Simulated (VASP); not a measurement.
PrHRh3: relaxation of cell and atoms with PBE

The system is PrHRh3.

```
Pr H Rh
1.0
     3.61831    0.00000    0.00000
     0.00000    3.61831    0.00000
     0.00000    0.00000    6.88728
Pr H Rh
1 1 3
Direct
  0.50000 0.50000 0.00000
  0.50000 0.50000 0.50000
  0.50000 0.50000 0.72580
  0.50000 0.50000 0.27420
  0.00000 0.00000 0.50000
```

The cell was generated, and may not be a known phase.

```json
{"Program": "VASP 6.6.1", "Task": "relaxation of cell and atoms", "Functional": "PBE", "Potentials or basis": "VASP PAW PBE potentials, release 64 (Pr_3, H, Rh_pv), 4f in core", "Cutoff": "500 eV", "k mesh": "5 × 5 × 3", "Occupations": "gaussian, width 0.2 eV", "Spin": "no spin polarisation", "Dipole correction": "no", "Further INCAR settings": "ALGO = Normal; EDIFF = 1e-07; IBRION = 2; EDIFFG = -0.08; NSW = 36; ISIF = 3"}
```

```yaml
Relaxed_volume: 15.60 Å³/atom
Relaxed_cell: a = 2.935 Å, b = 2.935 Å, c = 9.055 Å, α = 90.00°, β = 90.00°, γ = 90.00°
Space_group_after_relaxing_to_0.1_Å: P4/mmm (No. 123)
Pressure_after_relaxing: -0.1 GPa
Largest_force_after_relaxing: 0.055 eV/Å
Band_gap_on_the_k_mesh: zero (an odd number of electrons rules out a gap without spin polarisation)
```

Forces in eV/Å, atoms in the order of the input:
```
Pr   0.000  0.000  0.000
H    0.000  0.000  0.000
Rh   0.000  0.000  0.055
Rh   0.000  0.000 -0.055
Rh   0.000  0.000  0.000
```

Final structure:
```
CELL_PARAMETERS angstrom
2.93524 0.00000 0.00000
0.00000 2.93524 0.00000
0.00000 0.00000 9.05458
ATOMIC_POSITIONS crystal
Pr 0.50000 0.50000 0.00000
H 0.50000 0.50000 0.50000
Rh 0.50000 0.50000 0.70328
Rh 0.50000 0.50000 0.29672
Rh 0.00000 0.00000 0.50000
```

Levels at points of the mesh, in eV from the Fermi level:
| k point | band 26 | band 27 | band 28 | band 29 | band 30 | band 31 | band 32 | band 33 |
| --- | --- | --- | --- | --- | --- | --- | --- | --- |
| (0.00, 0.00, 0.00) | -1.27 | -1.27 | -1.24 | -0.24 | -0.10 | -0.04 | -0.04 | 0.19 |

Wall time 27 min on 1 thread of Intel(R) Xeon(R) Platinum 8375C CPU @ 2.90GHz (Ice Lake), on a shared host, peak memory 0.21 GiB.

Caveat: a cell axis changed by over 15 % at a fixed basis, so the end point is rough; spin-orbit coupling is left out, which moves the levels of the heavy elements; the 4f electrons are frozen in the core, so they carry no moment and show no levels; the relaxation stopped at a loose force limit of 0.08 eV/Å, so its end isn't a converged minimum. Spin polarisation is off, so any magnetic state and its effect on volume and gap are missing.
